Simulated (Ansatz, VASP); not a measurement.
# Two plane-wave programs on Co2Pd

File INCAR:

```
SYSTEM = Co2Pd
  ALGO = Normal
  EDIFF = 1E-6
  ENCUT = 600
  GGA_COMPAT = .FALSE.
  ISIF = 2
  ISMEAR = -1
  ISPIN = 2
  LASPH = .TRUE.
  LCHARG = .FALSE.
  LMAXMIX = 4
  LORBIT = 11
  LREAL = .FALSE.
  LWAVE = .FALSE.
  MAGMOM = 3.2 3.2 0
  NBANDS = 25
  NELM = 200
  PREC = Accurate
  SIGMA = 0.1
```

Contents of KPOINTS:

```
k-points
0
G
  12 12 5
  0 0 0
```

The input POSCAR:

```
Co2Pd
1.0
    2.6379310000      0.0000000000      0.0000000000
   -1.3189650000      2.2845150000      0.0000000000
    0.0000000000      0.0000000000      6.3193440000
Co Pd
2 1
Direct
    0.3333333333      0.6666666667      0.6502220000
    0.6666666667      0.3333333333      0.3497780000
    0.0000000000      0.0000000000      0.0000000000
```

Input for Ansatz:

```yaml
crystal:
  lattice:
    - [2.637931, 0.0, 0.0]
    - [-1.318965, 2.284515, 0.0]
    - [0.0, 0.0, 6.319344]
  atoms:
    - { symbol: Co, position: [0.3333333333333333, 0.6666666666666666, 0.650222] }
    - { symbol: Co, position: [0.6666666666666666, 0.3333333333333333, 0.349778] }
    - { symbol: Pd, position: [0.0, 0.0, 0.0] }
basis:
  ecutwfc: 571.4391111657479
kpoints:
  mp_grid:
    grid: [12, 12, 5]
    shift: [0.0, 0.0, 0.0]
hamiltonian:
  xc: lda
magnetization:
  spin_polarized: true
  per_species:
    Co: 3.2
scf:
  convergence:
    dr2_threshold: 1.0e-10
  occupations:
    method: fermi_dirac
    width: 0.1
output:
  eigenstates:
    nscf_kmesh:
      grid: [8, 8, 3]
    exchange_couplings:
      magnetic:
        - { species: Co }
```

Alike in both runs: task single point; functional LDA; k mesh 12 × 12 × 5; occupations fermi-dirac, width 0.1 eV; collinear spin.

```csv
,VASP,Ansatz
version,VASP 6.6.1,Ansatz 0.2.0
potentials or method,"VASP PAW LDA potentials, release 64 (Co, Pd), cutoff 600 eV","plane waves, PAW"
valence electrons in the cell,28,52
```

VASP gave:

```
gap on the k mesh at the Fermi level (eV)                     : none
net moment per atom (μB)                                      : 1.22
size of the moment on the site where the two differ most (μB) : 1.73
```

**Question.** Which values does Ansatz return?

**Answer.** gap on the k mesh at the Fermi level (eV): none; net moment per atom (μB): 1.24; size of the moment on the site where the two differ most (μB): 1.80.

LDA's correlation is that of Perdew and Zunger in VASP and of Perdew and Wang (1992) in Ansatz. Site moments also hang on the region over which each program counts them. A gap of «none» marks a metal or a gap that the smearing closes. VASP's potentials hold 28 valence electrons a cell and Ansatz's 52, so a difference there can come from the potentials and not from the codes. Ansatz's warnings: given moment on shells.
